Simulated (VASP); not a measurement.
Input of a VASP 6.6.1 run:

The input INCAR:

```
SYSTEM = N
  PREC = Accurate
  ENCUT = 520
  EDIFF = 1E-7
  ISMEAR = 0
  SIGMA = 0.1
  LREAL = .False.
  LASPH = .True.
  NELM = 100
  ALGO = Normal
  ISIF = 2
  LWAVE = .False.
  LCHARG = .False.
  GGA = PS
  NBANDS = 8
```

Contents of KPOINTS:

```
regular mesh
0
Gamma
  30 30 30
  0 0 0
```

Contents of POSCAR:

```
N
1.0
    0.0000000000      1.5345465043      1.5345465043
    1.5345465043      0.0000000000      1.5345465043
    1.5345465043      1.5345465043      0.0000000000
N
1
Direct
    0.0000000000      0.0000000000      0.0000000000
```

Potentials or basis: VASP PAW PBE potentials, release 64 (N).

Run with:

```console
$ cat potpaw_PBE.64/N/POTCAR > POTCAR
$ mpirun -np 1 vasp_std > vasp.out
```

(1) Predict the pressure.

Answers

(1) -0.1 GPa.

Caveat: the PAW data sets were made with another functional, which shifts forces and pressure a little.
